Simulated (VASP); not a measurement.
Wanted: the native input for a VASP 6.6.1 run.

- Task: single point
- Functional: PBEsol
- Potentials or basis: VASP PAW PBE potentials, release 64 (As, In_d)
- Cutoff: 520 eV
- k mesh: 7 × 7 × 1
- Occupations: gaussian, width 0.1 eV
- Spin: no spin polarisation
- Dipole correction: yes
- Further INCAR settings: ALGO = Normal; EDIFF = 1e-06; NBANDS = 36

The structure of InAs lies in POSCAR:

```
InAs
1.0
    4.3044884355      0.0000000000      0.0000000000
    0.0000000000      4.3044884355      0.0000000000
    0.0000000000      0.0000000000     24.6093324058
As In
3 3
Direct
    0.0000000000      0.5000000000      0.3453974232
    0.5000000000      0.0000000000      0.4690794846
    0.0000000000      0.5000000000      0.5927592982
    0.5000000000      0.5000000000      0.4072384539
    0.0000000000      0.0000000000      0.5292146524
    0.5000000000      0.5000000000      0.6568482424
```

One way to write it, as run:

INCAR

```
  ALGO = Normal
  DIPOL = 0.5 0.5 0.500
  EDIFF = 1E-6
  ENCUT = 520
  GGA = PS
  IDIPOL = 3
  ISIF = 2
  ISMEAR = 0
  LASPH = True
  LCHARG = True
  LDIPOL = True
  LELF = True
  LREAL = False
  LVACPOTAV = True
  LVHAR = True
  LWAVE = False
  NBANDS = 36
  NELM = 80
  PREC = Accurate
  SIGMA = 0.1
```

KPOINTS

```
k-points
0
Gamma
  7 7 1
```

Potentials or basis: VASP PAW PBE potentials, release 64 (As, In_d).

Command:

```console
$ cat potpaw_PBE.64/As/POTCAR potpaw_PBE.64/In_d/POTCAR > POTCAR
$ mpirun -np 1 vasp_std > vasp.out
```

It gave:

```json
{"Largest force": "0.511 eV/Å", "Band gap on the k mesh": "zero (band 27 reaches -1.27 eV, above the bottom of band 28 at -1.77 eV)"}
```

Caveat: the PAW data sets were made with another functional, which shifts forces and pressure a little; spin-orbit coupling is left out, which moves the levels of the heavy elements.

It took 9 min on 1 thread of Intel(R) Xeon(R) Platinum 8488C (Sapphire Rapids), with other jobs on the host, peak memory 0.57 GiB.
